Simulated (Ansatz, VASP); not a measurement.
## TaN: VASP beside Ansatz

INCAR

```
PREC = Accurate
ENCUT = 520
EDIFF = 1E-6
ISMEAR = 0
SIGMA = 0.1
LREAL = F
LASPH = T
NELM = 80
ALGO = Normal
ISIF = 2
LWAVE = F
LCHARG = F
NBANDS = 15
```

File KPOINTS:

```
regular mesh
0
Gamma
  9 9 6
```

Contents of POSCAR:

```
TaN
1.0
    2.9399421800      0.0000000000      0.0000000000
   -1.4699710900      2.5460646100      0.0000000000
    0.0000000000      0.0000000000      2.8901750800
Ta N
1 1
Direct
    0.0000000000      0.0000000000      0.5000000000
    0.6666666700      0.3333333300      0.0000000000
```

Input for Ansatz:

```yaml
crystal:
  lattice:
    - [2.93994218, 0.0, 0.0]
    - [-1.46997109, 2.54606461, 0.0]
    - [0.0, 0.0, 2.89017508]
  atoms:
    - { symbol: Ta, position: [0.0, 0.0, 0.5] }
    - { symbol: "N", position: [0.66666667, 0.33333333, 0.0] }
basis:
  ecutwfc: 420
kpoints:
  mp_grid: { grid: [9, 9, 6] }
hamiltonian:
  xc: lda
  pseudopotentials: { kind: paw, azcp: { folder: soft_1 } }
scf:
  occupations: { method: gaussian, width: 0.1 }
output:
  forces: true
  stress: true
  eigenvalues: true
```

Alike in both runs: task single point; functional LDA; k mesh 9 × 9 × 6; occupations gaussian, width 0.1 eV; no spin polarisation.

```csv
,VASP,Ansatz
version,VASP 6.6.1,Ansatz 0.2.0
potentials or method,"VASP PAW LDA potentials, release 64 (Ta_pv, N), cutoff 520 eV","scalar-relativistic, plane waves, PAW"
valence electrons in the cell,16,18
```

|  | VASP | Ansatz | Ansatz less VASP |
| --- | --- | --- | --- |
| gap on the k mesh at the Fermi level (eV) | none | none | - |
| pressure (GPa) | -11.1 | -12.9 | -1.77 |
| traceless stress, the component that is largest in VASP (GPa) | -2.16 | -2.30 | -0.139 |

Ansatz warns that its potentials were made for another functional, while VASP's fit it. LDA's correlation is that of Perdew and Zunger in VASP and of Perdew and Wang (1992) in Ansatz. A gap of «none» marks a metal or a gap that the smearing closes. VASP's potentials hold 16 valence electrons a cell and Ansatz's 18, so a difference there can come from the potentials and not from the codes.

The k mesh is coarse, so the values compare programs but aren't converged. Spin-orbit coupling is off throughout.
